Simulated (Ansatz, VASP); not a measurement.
Two plane-wave programs on P

INCAR

```
  PREC = Accurate
  ENCUT = 520
  EDIFF = 1E-6
  ISMEAR = 0
  SIGMA = 0.05
  LREAL = F
  LASPH = T
  NELM = 80
  ALGO = Normal
  ISIF = 2
  LWAVE = F
  LCHARG = F
  GGA = PS
  NBANDS = 18
```

File KPOINTS:

```
Automatic mesh
0
Gamma
  8 1 6
```

Contents of POSCAR:

```
P
1.0
    3.0216177471      0.0000000000      0.0000000000
    0.0000000000     32.0847673518      0.0000000000
    0.0000000000      0.0000000000      4.7918629625
P
4
Direct
    0.0000000000      0.9696876239      0.5826201324
    0.0000000000      0.0303123761      0.4173798676
    0.5000000000      0.0303123761      0.0826201324
    0.5000000000      0.9696876239      0.9173798676
```

Input for Ansatz:

```yaml
crystal:
  lattice:
    - [3.0216177471, 0.0, 0.0]
    - [0.0, 32.0847673518, 0.0]
    - [0.0, 0.0, 4.7918629625]
  atoms:
    - { symbol: P, position: [0.0, 0.9696876239, 0.5826201324] }
    - { symbol: P, position: [0.0, 0.0303123761, 0.4173798676] }
    - { symbol: P, position: [0.5, 0.0303123761, 0.0826201324] }
    - { symbol: P, position: [0.5, 0.9696876239, 0.9173798676] }
basis:
  ecutwfc: 420
kpoints:
  mp_grid: { grid: [8, 1, 6] }
hamiltonian:
  xc: pbesol
scf:
  occupations: { method: gaussian, width: 0.05 }
output:
  forces: true
  stress: true
  eigenvalues: true
```

Change from the starting cell: strain -0.080 along x and y, +0.080 along z, atoms carried along.

Alike in both runs: task single point; functional PBEsol; k mesh 8 × 1 × 6; occupations gaussian, width 0.05 eV; no spin polarisation.

|  | VASP | Ansatz |
| --- | --- | --- |
| version | VASP 6.6.1 | Ansatz 0.2.0 |
| potentials or method | VASP PAW PBE potentials, release 64 (P), cutoff 520 eV | scalar-relativistic, plane waves, PAW |
| valence electrons in the cell | 20 | 20 |

|  | VASP | Ansatz | Ansatz less VASP |
| --- | --- | --- | --- |
| gap on the k mesh at the Fermi level (eV) | 0.54 | 0.54 | +0.004 |
| least direct gap on the mesh (eV) | 0.97 | 0.94 | -0.032 |
| rms of the force components (eV/Å) | 1.162 | 1.175 | +0.0134 |

VASP's potentials were made for PBE, not for PBEsol. Atom by atom the forces differ by 0.018 eV/Å (rms over components).
